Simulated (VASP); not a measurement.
Input of a VASP 6.6.1 run:

Contents of INCAR:

```
ALGO = Normal
EDIFF = 1E-6
ENCUT = 520
GGA = PE
ISIF = 2
ISMEAR = -1
ISPIN = 2
IVDW = 12
LASPH = T
LCHARG = F
LORBIT = 11
LREAL = F
LWAVE = F
MAGMOM = 0.56 0.56 0.56 0.56 0.56 0.56 0.56 0.56 0.56 0.56 0.56 0.56
NBANDS = 52
NELM = 150
PREC = Accurate
SIGMA = 0.05
```

KPOINTS

```
k-points
0
Gamma
  1 1 1
```

File POSCAR:

```
O
1.0
    7.1569970000      0.0000000000      0.0000000000
    0.0000000000      7.1569970000      0.0000000000
    0.0000000000      0.0000000000      7.1569970000
O
12
Direct
    0.1760934090      0.1156630358      0.8353084401
    0.0735364288      0.1799637474      0.7132321000
    0.6403942883      0.9091802050      0.2471986505
    0.7268551321      0.7749199839      0.1956826306
    0.4680035495      0.7803133074      0.6681293844
    0.3623726543      0.6995950955      0.5553865679
    0.1676541153      0.1438731915      0.1656560706
    0.0196031939      0.2430628377      0.1676820599
    0.5695265766      0.3460110435      0.7379631429
    0.6421268585      0.3992736060      0.8902057665
    0.9527739078      0.6123937176      0.6639935716
    0.8916309452      0.5254298695      0.5363282952
```

Potentials or basis: VASP PAW PBE potentials, release 64 (O).

Run with:

```console
$ cat potpaw_PBE.64/O/POTCAR > POTCAR
$ mpirun -np 1 vasp_gam > vasp.out
```

Task: Predict the pressure.

Result: 0.2 GPa.

Task: Estimate the largest force.

Result: 3.750 eV/Å.

Task: Predict the net moment.

Result: 12.00 μB per cell.

Stress tensor (GPa, compression positive):
```
-0.89  0.18 -0.30
 0.18  0.57  0.59
-0.30  0.59  0.91
```

Caveat: the k points lie up to 0.88 Å⁻¹ apart; the standard files for N, O and F lose accuracy on very short bonds.
